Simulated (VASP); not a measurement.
# Nb (Pnma) in VASP: single point with PBE

Aim: the single point of Nb with PBE.

All numbers are computed with VASP 6.6.1; they aren't measurements. Logs are shortened: lines on timing, memory, paths and dates and some standing lists are left out, and cuts for length are marked.

## (1) The cell of the first run

The structure is orthorhombic, space group Pnma (No. 62). Conventional cell: a = 5.426 Å, b = 4.847 Å, c = 2.796 Å, α = 90.00°, β = 90.00°, γ = 90.00°. Within 3.7 Å of Nb (site symmetry m) lie 14 Nb at 2.77 to 3.50 Å.

## (2) Single point, PBE

INCAR

```
  ALGO = Normal
  EDIFF = 1E-6
  ENCUT = 500
  GGA = PE
  GGA_COMPAT = F
  ISIF = 2
  ISMEAR = 0
  LASPH = T
  LCHARG = F
  LREAL = F
  LWAVE = F
  NBANDS = 34
  NELM = 120
  PREC = Accurate
  SIGMA = 0.1
```

KPOINTS

```
k-points
0
Gamma
  10 10 16
```

POSCAR

```
Nb
1.0
    5.4256214554      0.0000000000      0.0000000000
    0.0000000000      4.8469389238      0.0000000000
    0.0000000000      0.0000000000      2.7955286194
Nb
4
Direct
    0.1320373518      0.2500000000      0.6455316316
    0.8679626482      0.7500000000      0.3544683684
    0.3679626482      0.7500000000      0.1455316316
    0.6320373518      0.2500000000      0.8544683684
```

Potentials or basis: VASP PAW PBE potentials, release 64 (Nb_sv).

Started as:

```sh
$ cat potpaw_PBE.64/Nb_sv/POTCAR > POTCAR
$ mpirun -np 1 vasp_std > vasp.out
```

OUTCAR:

```text
EDIFF = 1E-6
   ENCUT = 500
   GGA = PE
   ISIF = 2
   ISMEAR = 0
   LASPH = T
   LREAL = F
   NELM = 120
   PREC = Accurate

 ion  position               nearest neighbor table
   1  0.132  0.250  0.646-   4 2.77   4 2.77   2 2.93   2 2.93
   2  0.868  0.750  0.354-   3 2.77   3 2.77   1 2.93   1 2.93
   3  0.368  0.750  0.146-   2 2.77   2 2.77   4 2.93   4 2.93
   4  0.632  0.250  0.854-   1 2.77   1 2.77   3 2.93   3 2.93

  LATTYP: Found a simple orthorhombic cell.
 ALAT       =     2.7955286194
 B/A-ratio  =     1.7338183878
 C/A-ratio  =     1.9408212879

  Lattice vectors:

 A1 = (   0.0000000000,   0.0000000000,  -2.7955286194)
 A2 = (   0.0000000000,   4.8469389238,   0.0000000000)
 A3 = (   5.4256214554,   0.0000000000,   0.0000000000)

Analysis of symmetry for initial positions (statically):
=====================================================================
 Subroutine PRICEL returns:
 Original cell was already a primitive cell.

 Routine SETGRP: Setting up the symmetry group for a
 simple orthorhombic supercell.

 Subroutine GETGRP returns: Found  8 space group operations
 (whereof  2 operations were pure point group operations)
 out of a pool of  8 trial point group operations.

The static configuration has the point symmetry S_2 .
 The point group associated with its full space group is D_2h.

Analysis of symmetry for dynamics (positions and initial velocities):
=====================================================================
 Subroutine PRICEL returns:
 Original cell was already a primitive cell.

 Routine SETGRP: Setting up the symmetry group for a
 simple orthorhombic supercell.

 Subroutine GETGRP returns: Found  8 space group operations
 (whereof  2 operations were pure point group operations)
 out of a pool of  8 trial point group operations.

The dynamic configuration has the point symmetry S_2 .
 The point group associated with its full space group is D_2h.

 Subroutine INISYM returns: Found  8 space group operations
 (whereof  2 operations are pure point group operations),
 and found     1 'primitive' translations

----------------------------------------------------------------------------------------

                                     Primitive cell

  volume of cell :      73.5158

  direct lattice vectors                    reciprocal lattice vectors
     5.425621455  0.000000000  0.000000000     0.184310684  0.000000000  0.000000000
     0.000000000  4.846938924  0.000000000     0.000000000  0.206315783  0.000000000
     0.000000000  0.000000000  2.795528619     0.000000000  0.000000000  0.357714099

  length of vectors
     5.425621455  4.846938924  2.795528619     0.184310684  0.206315783  0.357714099

  position of ions in fractional coordinates (direct lattice)
     0.132037352  0.250000000  0.645531632
     0.867962648  0.750000000  0.354468368
     0.367962648  0.750000000  0.145531632
     0.632037352  0.250000000  0.854468368

  ion indices of the primitive-cell ions
   primitive index   ion index
                 1           1
                 2           2
                 3           3
                 4           4

----------------------------------------------------------------------------------------

 KPOINTS: k-points

Automatic generation of k-mesh.
 Grid dimensions read from file:
 generate k-points for:   10   10   16

 Generating k-lattice:

  Cartesian coordinates                     Fractional coordinates (reciprocal lattice)
     0.018431068  0.000000000  0.000000000     0.100000000  0.000000000  0.000000000
     0.000000000  0.020631578  0.000000000     0.000000000  0.100000000  0.000000000
     0.000000000  0.000000000  0.022357131     0.000000000  0.000000000  0.062500000

  Length of vectors
     0.018431068  0.020631578  0.022357131

  Shift w.r.t. Gamma in fractional coordinates (k-lattice)
     0.000000000  0.000000000  0.000000000

 Subroutine IBZKPT returns following result:
 ===========================================

 Found    324 irreducible k-points:

 Following reciprocal coordinates:
            Coordinates               Weight
  0.000000  0.000000  0.000000      1.000000
  0.100000  0.000000  0.000000      2.000000
  0.200000  0.000000  0.000000      2.000000
  0.300000  0.000000  0.000000      2.000000
  0.400000  0.000000  0.000000      2.000000
  0.500000  0.000000  0.000000      1.000000
[... 16 lines left out ...]
  0.400000  0.300000  0.000000      4.000000
  0.500000  0.300000  0.000000      2.000000
 [... further k-points ...]
   k-points           NKPTS =    324   k-points in BZ     NKDIM =    324   number of bands    NBANDS=     34
   number of dos      NEDOS =    301   number of ions     NIONS =      4
   total plane-waves  NPLWV =  28800
   dimension x,y,z NGX =    40 NGY =   36 NGZ =   20
   dimension x,y,z NGXF=    80 NGYF=   72 NGZF=   40
   ions per type =               4
   NGX,Y,Z   is equivalent  to a cutoff of  12.26, 12.35, 11.89 a.u.
   NGXF,Y,Z  is equivalent  to a cutoff of  24.51, 24.70, 23.79 a.u.
 SYSTEM =  unknown system
   PREC   = accura    normal or accurate (medium, high low for compatibility)
   ISTART =      0    job   : 0-new  1-cont  2-samecut
   ICHARG =      2    charge: 1-file 2-atom 10-const
   ISPIN  =      1    spin polarized calculation?
   LNONCOLLINEAR =      F non collinear calculations
   LSORBIT =      F    spin-orbit coupling
   LASPH  =      T    aspherical Exc in radial PAW
   ENCUT  =  500.0 eV  36.75 Ry    6.06 a.u.   9.89  8.84  5.10*2*pi/ulx,y,z
   NELM   =    120;   NELMIN=  2; NELMDL= -5     # of ELM steps
   EDIFF  = 0.1E-05   stopping-criterion for ELM
   LREAL  =      F    real-space projection
   EDIFFG = 0.1E-04   stopping-criterion for IOM
   NSW    =      0    number of steps for IOM
   IBRION =     -1    ionic relax: 0-MD 1-quasi-New 2-CG
   NFREE  =      0    steps in history (QN), initial steepest desc. (CG)
   ISIF   =      2    stress and relaxation
   ISYM   =      2    0-nonsym 1-usesym 2-fastsym
   POTIM  = 0.5000    time-step for ionic-motion
   TEBEG  =    0.0;   TEEND  =   0.0 temperature during run
   PSTRESS=    0.0 pullay stress
   NELECT =      52.0000    total number of electrons
   NUPDOWN=      -1.0000    fix difference up-down
   EMIN   =  10.00;   EMAX   =-10.00  energy-range for DOS
   EFERMI =   0.00;   METHOD = LEGACY
   ISMEAR =     0;   SIGMA  =   0.10  broadening in eV -4-tet -1-fermi 0-gaus
   EFERMI_NEDOS =   21; number of points for ismear=-14 and -15
   IALGO  =     38    algorithm
   IMIX   =      4    mixing-type and parameters
     AMIX     =   0.40;   BMIX     =  1.00
     AMIX_MAG =   1.60;   BMIX_MAG =  1.00
  volume/ion in A,a.u.               =      18.38       124.03
  Fermi-wavevector in a.u.,A,eV,Ry     =   1.458643  2.756435 28.948283  2.127639
  Thomas-Fermi vector in A             =   2.575303
   LORBIT       =      0    0 simple, 1 ext, 2 COOP (PROOUT), +10 PAW based schemes
   GGA     = PE    functional components
   LHFCALC =     F    Hartree Fock is set to
   AEXX    =    0.0000 exact exchange contribution
   IVDW    =     0    specifies the selected vdW correction
   LEPSILON=     F    determine dielectric tensor
   LRPA    =     F    only Hartree local field effects (RPA)
 non-spin polarized calculation
 Gauss-broadening in eV      SIGMA  =   0.10
  energy-cutoff  :      500.00
  volume of cell :       73.52
 maximum number of plane-waves:      1890
 NGX is ok and might be reduce to    40
   NGX = 19   NGY = 17   NGZ = 11

 number of electron      52.0000004 magnetization

 Free energy of the ion-electron system (eV)
  ---------------------------------------------------
  ext. energy  EPLUGINS =         0.00000000
  ---------------------------------------------------
  free energy    TOTEN  =       -40.43293883 eV

  energy without entropy =      -40.41116469  energy(sigma->0) =      -40.42205176

 E-fermi :  11.0197     XC(G=0): -12.3839

 val. band max:       11.0184707596   @ k =   0.4000   0.1000   0.0625
 cond. band min:      11.0236464821   @ k =   0.2000   0.2000   0.1250
 fundamental gap:      0.0051757225
 Fermi energy:        11.0196689203

 k-point     1 :       0.0000    0.0000    0.0000
  band No.  band energies     occupation
      1     -43.5086      2.00000
      2     -43.3295      2.00000
      3     -43.2657      2.00000
      4     -43.2653      2.00000
      5     -20.0737      2.00000
      6     -20.0436      2.00000
[... 26 lines left out ...]
     33      13.9981      0.00000
     34      14.5375      0.00000

 k-point     2 :       0.1000    0.0000    0.0000
  band No.  band energies     occupation
      1     -43.5038      2.00000
      2     -43.3268      2.00000
      3     -43.2837      2.00000
      4     -43.2549      2.00000
      5     -20.0529      2.00000
      6     -20.0337      2.00000
[... 26 lines left out ...]
     33      14.0621      0.00000
     34      14.4631      0.00000

 k-point     3 :       0.2000    0.0000    0.0000
  band No.  band energies     occupation
      1     -43.4900      2.00000
      2     -43.3192      2.00000
      3     -43.3087      2.00000
      4     -43.2521      2.00000
      5     -20.0046      2.00000
      6     -19.9877      2.00000
[... 26 lines left out ...]
     33      14.2361      0.00000
     34      14.2399      0.00000
[... 704 lines left out ...]
 k-point    23 :       0.4000    0.3000    0.0000
  band No.  band energies     occupation
      1     -43.4099      2.00000
      2     -43.3507      2.00000
      3     -43.3240      2.00000
      4     -43.2878      2.00000
      5     -19.8878      2.00000
      6     -19.7832      2.00000
[... 26 lines left out ...]
     33      14.3276      0.00000
     34      14.6733      0.00000

 k-point    24 :       0.5000    0.3000    0.0000
  band No.  band energies     occupation
      1     -43.3809      2.00000
      2     -43.3809      2.00000
      3     -43.3055      2.00000
      4     -43.3055      2.00000
      5     -19.8085      2.00000
      6     -19.8085      2.00000
[... 26 lines left out ...]
     33      14.4671      0.00000
     34      14.4717      0.00000

 [... further k-points ...]

------------------------ aborting loop because EDIFF is reached ----------------------------------------

  FORCE on cell =-STRESS in cart. coord.  units (eV):
  Direction    XX          YY          ZZ          XY          YZ          ZX
  --------------------------------------------------------------------------------------
  -------------------------------------------------------------------------------------
  Total       -0.1665315     -0.1777511     -0.1567950      0.0000000      0.0000000      0.0000000
  in kB       -3.6293256     -3.8738429     -3.4171314      0.0000000      0.0000000      0.0000000
  external PRESSURE =      -3.6400999 kB  Pullay stress =       0.0000000 kB

 VOLUME and BASIS-vectors are now :
 -----------------------------------------------------------------------------
  energy-cutoff  :      500.00
  volume of cell :       73.52
      direct lattice vectors                 reciprocal lattice vectors
     5.425621455  0.000000000  0.000000000     0.184310684  0.000000000  0.000000000
     0.000000000  4.846938924  0.000000000     0.000000000  0.206315783  0.000000000
     0.000000000  0.000000000  2.795528619     0.000000000  0.000000000  0.357714099

 POSITION                                       TOTAL-FORCE (eV/Angst)
 -----------------------------------------------------------------------------------
      0.71638      1.21173      1.80460         0.002238      0.000000     -0.000336
      4.70924      3.63520      0.99093        -0.002238     -0.000000      0.000336
      1.99643      3.63520      0.40684        -0.002238     -0.000000     -0.000336
      3.42920      1.21173      2.38869         0.002238      0.000000      0.000336
 -----------------------------------------------------------------------------------
    total drift:                                0.000000      0.000000     -0.000000

  FREE ENERGIE OF THE ION-ELECTRON SYSTEM (eV)
  ---------------------------------------------------
  free  energy   TOTEN  =       -40.4329388327 eV

  energy  without entropy=      -40.4111646907  energy(sigma->0) =      -40.42205176
```

It took 6.1 min on 1 thread of Intel Xeon Platinum 8488C (Sapphire Rapids), shared host; peak memory 0.58 GiB.

Results:

```
Free energy            : -40.4329 eV
Pressure               : -0.4 GPa
Band gap on the k mesh : zero (band 26 reaches 11.69 eV, above the bottom of band 27 at 10.34 eV)
```

Forces on the atoms (eV/Å):
```
Nb   0.002  0.000  0.000
Nb  -0.002  0.000  0.000
Nb  -0.002  0.000  0.000
Nb   0.002  0.000  0.000
```
